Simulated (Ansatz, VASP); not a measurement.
# Two plane-wave programs on SnO2

```
Sn O
1.0
     4.72013    0.00000    0.00000
     0.00000    4.72063    0.00000
     0.00000    0.00000    3.18882
Sn O
2 4
Cartesian
  2.3498 2.3485 1.5944
  0.0103 -0.0118 0.0000
  1.2162 1.6794 0.0000
  3.6520 0.7687 1.5944
  1.1438 4.0397 1.5944
  3.4282 3.1291 0.0000
```

Change from the starting cell: mode 4 frozen in at -0.269 Å and mode 7 at -0.058 Å (largest displacements).

Alike in both runs: task single point; functional LDA; k mesh 6 × 6 × 8; occupations gaussian, width 0.05 eV; no spin polarisation.

|  | VASP | Ansatz |
| --- | --- | --- |
| version | VASP 6.6.1 | Ansatz 0.2.0 |
| potentials or method | VASP PAW LDA potentials, release 64 (Sn_d, O), cutoff 520 eV | scalar-relativistic, plane waves, PAW |
| valence electrons in the cell | 52 | 52 |

VASP gave:

| Item | Value |
| --- | --- |
| gap on the k mesh at the Fermi level (eV) | 1.46 |
| least direct gap on the mesh (eV) | 1.54 |
| pressure (GPa) | -2.3 |
| traceless stress, the component that is largest in VASP (GPa) | -1.23 |
| rms of the force components (eV/Å) | 0.207 |

Q: Which values does Ansatz return?

A: gap on the k mesh at the Fermi level (eV): 1.44; least direct gap on the mesh (eV): 1.53; pressure (GPa): -3.6; traceless stress, the component that is largest in VASP (GPa): -1.12; rms of the force components (eV/Å): 0.218.

Ansatz warns that its potentials were made for another functional, while VASP's fit it. LDA's correlation is that of Perdew and Zunger in VASP and of Perdew and Wang (1992) in Ansatz. Atom by atom the forces differ by 0.015 eV/Å (rms over components). Ansatz's warnings: structure snapped to symmetry.
